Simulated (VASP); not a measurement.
# TiH3 (Im-3m) in VASP: further runs, part 2 of 2

VASP 6.6.1. Earlier steps stand in the parts before.

### 4 Relaxation of cell and atoms, PBE

INCAR reads:

```
SYSTEM = TiH3
  PREC = Accurate
  ENCUT = 600
  EDIFF = 1E-7
  ISMEAR = 0
  SIGMA = 0.1
  LREAL = .FALSE.
  LASPH = .TRUE.
  NELM = 80
  ALGO = Normal
  ISIF = 3
  LWAVE = .FALSE.
  LCHARG = .FALSE.
  GGA = PE
  IBRION = 2
  NSW = 90
  EDIFFG = -0.04
```

KPOINTS reads:

```
Automatic mesh
0
G
  6 6 6
  0 0 0
```

POSCAR reads:

```
TiH3
1.0
   -2.0952084700      2.0952084700      2.0952084700
    2.0952084700     -2.0952084700      2.0952084700
    2.0952084700      2.0952084700     -2.0952084700
Ti H
1 3
Direct
    0.0000000000      0.0000000000      0.0000000000
    0.0000000000      0.5000000000      0.5000000000
    0.5000000000      0.0000000000      0.5000000000
    0.5000000000      0.5000000000      0.0000000000
```

Potentials or basis: VASP PAW PBE potentials, release 64 (Ti_sv, H).

Run with:

```
$ cat potpaw_PBE.64/Ti_sv/POTCAR potpaw_PBE.64/H/POTCAR > POTCAR
$ mpirun -np 1 vasp_std > vasp.out
```

OUTCAR:

```text
SYSTEM = TiH3
   PREC = Accurate
   ENCUT = 600
   EDIFF = 1E-7
   ISMEAR = 0
   LREAL = .FALSE.
   LASPH = .TRUE.
   NELM = 80
   ISIF = 3
   GGA = PE
   IBRION = 2
   NSW = 90
   EDIFFG = -0.04

 ion  position               nearest neighbor table
   1  0.000  0.000  0.000-
   2  0.000  0.500  0.500-
   3  0.500  0.000  0.500-
   4  0.500  0.500  0.000-

  LATTYP: Found a body centered cubic cell.
 ALAT       =     4.1904169400

  Lattice vectors:

 A1 = (  -2.0952084700,   2.0952084700,   2.0952084700)
 A2 = (   2.0952084700,  -2.0952084700,   2.0952084700)
 A3 = (   2.0952084700,   2.0952084700,  -2.0952084700)

Analysis of symmetry for initial positions (statically):
=====================================================================
 Subroutine PRICEL returns:
 Original cell was already a primitive cell.

 Routine SETGRP: Setting up the symmetry group for a
 body centered cubic supercell.

 Subroutine GETGRP returns: Found 48 space group operations
 (whereof 48 operations were pure point group operations)
 out of a pool of 48 trial point group operations.

The static configuration has the point symmetry O_h .

Analysis of symmetry for dynamics (positions and initial velocities):
=====================================================================
 Subroutine PRICEL returns:
 Original cell was already a primitive cell.

 Routine SETGRP: Setting up the symmetry group for a
 body centered cubic supercell.

 Subroutine GETGRP returns: Found 48 space group operations
 (whereof 48 operations were pure point group operations)
 out of a pool of 48 trial point group operations.

The dynamic configuration has the point symmetry O_h .

 Subroutine INISYM returns: Found 48 space group operations
 (whereof 48 operations are pure point group operations),
 and found     1 'primitive' translations

----------------------------------------------------------------------------------------

                                     Primitive cell

  volume of cell :      36.7910

  direct lattice vectors                    reciprocal lattice vectors
    -2.095208470  2.095208470  2.095208470     0.000000000  0.238639738  0.238639738
     2.095208470 -2.095208470  2.095208470     0.238639738  0.000000000  0.238639738
     2.095208470  2.095208470 -2.095208470     0.238639738  0.238639738  0.000000000

  length of vectors
     3.629007522  3.629007522  3.629007522     0.337487554  0.337487554  0.337487554

  position of ions in fractional coordinates (direct lattice)
     0.000000000  0.000000000  0.000000000
     0.000000000  0.500000000  0.500000000
     0.500000000  0.000000000  0.500000000
     0.500000000  0.500000000  0.000000000

  ion indices of the primitive-cell ions
   primitive index   ion index
                 1           1
                 2           2
                 3           3
                 4           4

----------------------------------------------------------------------------------------

 KPOINTS: Automatic mesh

Automatic generation of k-mesh.
 Grid dimensions read from file:
 generate k-points for:    6    6    6

 Generating k-lattice:

  Cartesian coordinates                     Fractional coordinates (reciprocal lattice)
     0.000000000  0.039773290  0.039773290     0.166666667  0.000000000  0.000000000
     0.039773290  0.000000000  0.039773290     0.000000000  0.166666667  0.000000000
     0.039773290  0.039773290  0.000000000     0.000000000  0.000000000  0.166666667

  Length of vectors
     0.056247926  0.056247926  0.056247926

  Shift w.r.t. Gamma in fractional coordinates (k-lattice)
     0.000000000  0.000000000  0.000000000

 Subroutine IBZKPT returns following result:
 ===========================================

 Found     16 irreducible k-points:

 Following reciprocal coordinates:
            Coordinates               Weight
  0.000000  0.000000  0.000000      1.000000
  0.166667  0.000000  0.000000     12.000000
  0.333333  0.000000  0.000000     12.000000
  0.500000  0.000000  0.000000      6.000000
  0.166667  0.166667  0.000000     24.000000
  0.333333  0.166667 -0.000000     48.000000
[... 8 lines left out ...]
  0.500000  0.500000  0.333333     12.000000
  0.500000  0.500000  0.500000      1.000000
   k-points           NKPTS =     16   k-points in BZ     NKDIM =     16   number of bands    NBANDS=     11
   number of dos      NEDOS =    301   number of ions     NIONS =      4
   total plane-waves  NPLWV =  27000
   dimension x,y,z NGX =    30 NGY =   30 NGZ =   30
   dimension x,y,z NGXF=    60 NGYF=   60 NGZF=   60
   ions per type =               1   3
   NGX,Y,Z   is equivalent  to a cutoff of  13.74, 13.74, 13.74 a.u.
   NGXF,Y,Z  is equivalent  to a cutoff of  27.49, 27.49, 27.49 a.u.
 SYSTEM =  TiH3
   PREC   = accura    normal or accurate (medium, high low for compatibility)
   ISTART =      0    job   : 0-new  1-cont  2-samecut
   ICHARG =      2    charge: 1-file 2-atom 10-const
   ISPIN  =      1    spin polarized calculation?
   LNONCOLLINEAR =      F non collinear calculations
   LSORBIT =      F    spin-orbit coupling
   LASPH  =      T    aspherical Exc in radial PAW
   ENCUT  =  600.0 eV  44.10 Ry    6.64 a.u.   7.25  7.25  7.25*2*pi/ulx,y,z
   NELM   =     80;   NELMIN=  2; NELMDL= -5     # of ELM steps
   EDIFF  = 0.1E-06   stopping-criterion for ELM
   LREAL  =      F    real-space projection
   EDIFFG = -.4E-01   stopping-criterion for IOM
   NSW    =     90    number of steps for IOM
   IBRION =      2    ionic relax: 0-MD 1-quasi-New 2-CG
   NFREE  =      1    steps in history (QN), initial steepest desc. (CG)
   ISIF   =      3    stress and relaxation
   ISYM   =      2    0-nonsym 1-usesym 2-fastsym
   POTIM  = 0.5000    time-step for ionic-motion
   TEBEG  =    0.0;   TEEND  =   0.0 temperature during run
   PSTRESS=    0.0 pullay stress
   NELECT =      15.0000    total number of electrons
   NUPDOWN=      -1.0000    fix difference up-down
   EMIN   =  10.00;   EMAX   =-10.00  energy-range for DOS
   EFERMI =   0.00;   METHOD = LEGACY
   ISMEAR =     0;   SIGMA  =   0.10  broadening in eV -4-tet -1-fermi 0-gaus
   EFERMI_NEDOS =   21; number of points for ismear=-14 and -15
   IALGO  =     38    algorithm
   IMIX   =      4    mixing-type and parameters
     AMIX     =   0.40;   BMIX     =  1.00
     AMIX_MAG =   1.60;   BMIX_MAG =  1.00
  volume/ion in A,a.u.               =       9.20        62.07
  Fermi-wavevector in a.u.,A,eV,Ry     =   1.213924  2.293983 20.049687  1.473610
  Thomas-Fermi vector in A             =   2.349360
   LORBIT       =      0    0 simple, 1 ext, 2 COOP (PROOUT), +10 PAW based schemes
   GGA     = PE    functional components
   LHFCALC =     F    Hartree Fock is set to
   AEXX    =    0.0000 exact exchange contribution
   IVDW    =     0    specifies the selected vdW correction
   LEPSILON=     F    determine dielectric tensor
   LRPA    =     F    only Hartree local field effects (RPA)
 conjugate gradient relaxation of ions
 non-spin polarized calculation
 Gauss-broadening in eV      SIGMA  =   0.10
  energy-cutoff  :      600.00
  volume of cell :       36.79
 maximum number of plane-waves:      1264
 NGX is ok and might be reduce to    30
   NGX = 15   NGY = 15   NGZ = 15

--------------------------------------- Ionic step        1  -------------------------------------------

 number of electron      15.0000001 magnetization

 Free energy of the ion-electron system (eV)
  ---------------------------------------------------
  ext. energy  EPLUGINS =         0.00000000
  ---------------------------------------------------
  free energy    TOTEN  =       -15.81410387 eV

  energy without entropy =      -15.79504217  energy(sigma->0) =      -15.80457302

 E-fermi :   3.7173     XC(G=0):  -9.7656

 val. band max:        3.6607783382   @ k =  -0.1667   0.1667   0.1667
 cond. band min:       3.7355043805   @ k =   0.1667   0.0000   0.0000
 fundamental gap:      0.0747260423
 Fermi energy:         3.7172935164

 k-point     1 :       0.0000    0.0000    0.0000
  band No.  band energies     occupation
      1     -54.2657      2.00000
      2     -30.4567      2.00000
      3     -30.4567      2.00000
      4     -30.4567      2.00000
      5      -4.9760      2.00000
      6       2.0201      2.00000
      7       2.0201      2.00000
      8       3.7422      0.72517
      9       3.7422      0.72517
     10       3.7422      0.72517
     11       8.4925      0.00000
[... 357 lines left out ...]
  energy  without entropy=      -16.6624178640  energy(sigma->0) =      -16.67047628

--------------------------------------- Ionic step        5  -------------------------------------------

 number of electron      14.9999997 magnetization

 Free energy of the ion-electron system (eV)
  ---------------------------------------------------
  ext. energy  EPLUGINS =         0.00000000
  ---------------------------------------------------
  free energy    TOTEN  =       -16.67941632 eV

  energy without entropy =      -16.66305053  energy(sigma->0) =      -16.67123343

 E-fermi :   6.9531     XC(G=0): -11.2887

 val. band max:        6.9459675669   @ k =   0.0000   0.0000   0.0000
 cond. band min:       6.9622099269   @ k =   0.1667   0.1667   0.0000
 fundamental gap:      0.0162423600
 Fermi energy:         6.9531342786

 k-point     1 :       0.0000    0.0000    0.0000
  band No.  band energies     occupation
      1     -50.4720      2.00000
      2     -26.6490      2.00000
      3     -26.6490      2.00000
      4     -26.6490      2.00000
      5      -4.3104      2.00000
      6       4.7297      2.00000
      7       4.7297      2.00000
      8       6.9460      1.08073
      9       6.9460      1.08073
     10       6.9460      1.08073
     11      14.0735      0.00000
[... 239 lines left out ...]
  FREE ENERGIE OF THE ION-ELECTRON SYSTEM (eV)
  ---------------------------------------------------
  free  energy   TOTEN  =       -16.6794163214 eV

  energy  without entropy=      -16.6630505293  energy(sigma->0) =      -16.67123343

 reached required accuracy - stopping structural energy minimisation
```

OSZICAR:

```text
N       E                     dE             d eps       ncg     rms          rms(c)
DAV:   1     0.104063956033E+03    0.10406E+03   -0.81441E+03   352   0.149E+03
DAV:   2    -0.108348161281E+02   -0.11490E+03   -0.11223E+03   355   0.357E+02
DAV:   3    -0.194642632804E+02   -0.86294E+01   -0.81275E+01   557   0.932E+01
[... 62 lines left out ...]
DAV:   5    -0.166791059687E+02   -0.23788E-03   -0.37325E-04   439   0.204E-01    0.613E-02
DAV:   6    -0.166794026817E+02   -0.29671E-03   -0.60229E-04   521   0.143E-01    0.256E-02
DAV:   7    -0.166794152087E+02   -0.12527E-04   -0.32660E-05   400   0.516E-02    0.738E-03
DAV:   8    -0.166794162715E+02   -0.10628E-05   -0.57923E-06   527   0.207E-02    0.117E-03
DAV:   9    -0.166794163214E+02   -0.49865E-07   -0.27380E-07   313   0.507E-03
   5 F= -.16679416E+02 E0= -.16671233E+02  d E =-.865312E+00
```

Run time: 55 s. Hardware: 1 thread of AMD EPYC 7R43 (Zen 3), shared host; peak memory 0.14 GiB.

What came out:

```
Free energy                            : -16.6794 eV
Relaxed volume                         : 6.44 Å³/atom
Relaxed cell                           : a = 3.222 Å, b = 3.222 Å, c = 3.222 Å, α = 109.47°, β = 109.47°, γ = 109.47°
Space group after relaxing (to 0.05 Å) : Im-3m (No. 229)
Energy gained by relaxing              : 216.3 meV/atom
Ionic steps                            : 5
Pressure after relaxing                : -0.1 GPa
```

The path:
```csv
step,energy change (eV),largest force (eV/Å),pressure (GPa),volume (Å³)
1,0.0000,0.0000,-19.11,36.79
2,-0.5871,0.0000,-13.94,31.25
3,-0.8451,0.0000,-4.66,27.07
4,-0.8644,0.0000,1.08,25.47
5,-0.8653,0.0000,-0.06,25.75
```

Final structure:
```
Ti H
1.0
    -1.86034    1.86034    1.86034
     1.86034   -1.86034    1.86034
     1.86034    1.86034   -1.86034
Ti H
1 3
Cartesian
  0.0000 0.0000 0.0000
  1.8603 0.0000 0.0000
  0.0000 1.8603 0.0000
  0.0000 0.0000 1.8603
```

Levels at points of the mesh, in eV from the Fermi level:
```csv
k point,band 4,band 5,band 6,band 7,band 8,band 9,band 10,band 11
"(0.00, 0.00, 0.00)",-33.60,-11.26,-2.22,-2.22,-0.01,-0.01,-0.01,7.12
"(0.50, 0.00, 0.00)",-33.62,-6.82,-6.78,-1.20,0.02,0.38,0.91,2.15
"(0.50, 0.50, 0.50)",-33.74,-7.25,-7.25,1.64,1.92,1.92,1.92,3.11
```

Caveat: the volume moved by over 15 % at a fixed basis, so the end points are rough.

### 5 Overview

| task | spin | cell | cutoff (eV) | gap on the mesh (eV) | pressure (GPa) |
| --- | --- | --- | --- | --- | --- |
| single point | off | a = 3.629 Å, angles 109.5°, 4 atoms | 520 | none | -19.1 |
| single point | collinear, ferromagnetic start | a = 3.222 Å, angles 109.5°, 4 atoms | 520 | none | -0.2 |
| relaxation of cell and atoms | off | relaxed from a = 3.629 Å, angles 109.5°, 4 atoms | 600 | none | -0.1 |

Alike in all rows: level PBE; potentials or basis VASP PAW PBE potentials, release 64 (Ti_sv, H); k mesh 6 × 6 × 6; smearing gaussian 0.1 eV.

Caveats: some runs use coarse meshes; the volume moved by over 15 % at a fixed basis, so the end points are rough (some runs).

Absolute energies hang on the potentials; compare differences alone.
